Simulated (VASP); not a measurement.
WC: single point with PBE

The system is WC.

```
W C
1.0
     0.00000    2.14792    2.14792
     2.14792    0.00000    2.14792
     2.14792    2.14792    0.00000
W C
1 1
Direct
  0.00000 0.00000 0.00000
  0.50000 0.50000 0.50000
```

- Program: VASP 6.6.1
- Task: single point
- Functional: PBE
- Potentials or basis: VASP PAW PBE potentials, release 64 (W_sv, C)
- Cutoff: 520 eV
- k mesh: 10 × 10 × 10
- Occupations: fermi-dirac, width 0.05 eV
- Spin: no spin polarisation
- Dipole correction: no
- Further INCAR settings: ALGO = Normal; EDIFF = 1e-06; NBANDS = 16

```yaml
Pressure: 25.1 GPa
Band_gap_on_the_k_mesh: zero (band 9 reaches 14.55 eV, above the bottom of band 10 at 11.06 eV)
```

Levels at points of the mesh, in eV from the Fermi level:
| k point | band 5 | band 6 | band 7 | band 8 | band 9 | band 10 | band 11 | band 12 | band 13 | band 14 |
| --- | --- | --- | --- | --- | --- | --- | --- | --- | --- | --- |
| (0.00, 0.00, 0.00) | -16.41 | -3.04 | -3.04 | -3.04 | -1.25 | -1.25 | -1.25 | -1.07 | -1.07 | 7.15 |
| (0.50, 0.00, 0.00) | -11.39 | -10.40 | -7.09 | -7.09 | 1.13 | 1.13 | 2.54 | 4.95 | 9.42 | 9.42 |
| (0.50, 0.50, 0.00) | -14.18 | -6.31 | -5.80 | -2.66 | -2.66 | 0.92 | 2.48 | 2.48 | 6.02 | 8.06 |

Wall time 9.4 s on 1 thread of Intel(R) Xeon(R) 6975P-C (Granite Rapids) (shared host), peak memory 0.15 GiB.

Caveat: spin-orbit coupling is left out, which moves the levels of the heavy elements.
